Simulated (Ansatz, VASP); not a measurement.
## TiC in VASP and in Ansatz

```
Ti C
1.0
     0.00000    2.16400    2.16400
     2.16400    0.00000    2.16400
     2.16400    2.16400    0.00000
Ti C
1 1
Direct
  0.00000 0.00000 0.00000
  0.50866 0.49134 0.50866
```

Change from the starting cell: all C atoms moved +0.037 Å, as atom 2 along Cartesian [0 1 0].

Alike in both runs: task single point; functional PBEsol; k mesh 18 × 18 × 18; occupations gaussian, width 0.15 eV; no spin polarisation.

|  | VASP | Ansatz |
| --- | --- | --- |
| version | VASP 6.6.1 | Ansatz 0.2.0 |
| potentials or method | VASP PAW PBE potentials, release 64 (Ti_sv, C), cutoff 520 eV | scalar-relativistic, plane waves, PAW |
| valence electrons in the cell | 16 | 16 |

|  | VASP | Ansatz | Ansatz less VASP |
| --- | --- | --- | --- |
| gap on the k mesh at the Fermi level (eV) | none | none | - |
| pressure (GPa) | -5.7 | -6.0 | -0.24 |
| traceless stress, the component that is largest in VASP (GPa) | 0.25 | 0.25 | -0.001 |
| rms of the force components (eV/Å) | 0.203 | 0.203 | -0.0003 |

VASP's potentials were made for PBE, not for PBEsol. Atom by atom the forces differ by 0.000 eV/Å (rms over components). A gap of «none» marks a metal or a gap that the smearing closes. With one functional, cell and mesh, what is left measures potentials, basis and numerics.
